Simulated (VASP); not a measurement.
Set up this calculation in VASP 6.6.1, as the native input.

- Task: single point
- Functional: PBEsol
- Potentials or basis: VASP PAW PBE potentials, release 64 (Pt, S)
- Cutoff: 500 eV
- k mesh: 6 × 6 × 4
- Occupations: gaussian, width 0.1 eV
- Spin: no spin polarisation
- Dipole correction: no
- Further INCAR settings: ALGO = Normal; EDIFF = 1e-06; NBANDS = 18

The structure of PtS2 lies in POSCAR:

```
PtS2
1.0
    3.5431994758      0.0000000000      0.0000000000
   -1.7715997379      3.0685007567      0.0000000000
    0.0000000000      0.0000000000      5.0388000000
Pt S
1 2
Direct
    0.0000000000      0.0000000000      0.0000000000
    0.3333333333      0.6666666667      0.2500000000
    0.6666666667      0.3333333333      0.7500000000
```

One way to write it, as run:

INCAR

```
SYSTEM = PtS2
  PREC = Accurate
  ENCUT = 500
  EDIFF = 1E-6
  ISMEAR = 0
  SIGMA = 0.1
  LREAL = .FALSE.
  LASPH = .TRUE.
  NELM = 120
  ALGO = Normal
  ISIF = 2
  LWAVE = .FALSE.
  LCHARG = .FALSE.
  GGA = PS
  NBANDS = 18
  GGA_COMPAT = .FALSE.
```

KPOINTS

```
regular mesh
0
G
  6 6 4
  0 0 0
```

Potentials or basis: VASP PAW PBE potentials, release 64 (Pt, S).

Run with:

```bash
$ cat potpaw_PBE.64/Pt/POTCAR potpaw_PBE.64/S/POTCAR > POTCAR
$ mpirun -np 1 vasp_std > vasp.out
```

It gave:

| Property | Result |
| --- | --- |
| Pressure | -3.0 GPa |
| Largest force | 0.600 eV/Å |
| Band gap on the k mesh | 0.49 eV, indirect (least direct gap 1.26 eV) |

Caveat: the PAW data sets were made with another functional, which shifts forces and pressure a little; spin-orbit coupling is left out, which moves the levels of the heavy elements.

It took 16 s on 1 thread of Intel Xeon 6975P-C (shared host), peak memory 0.18 GiB.
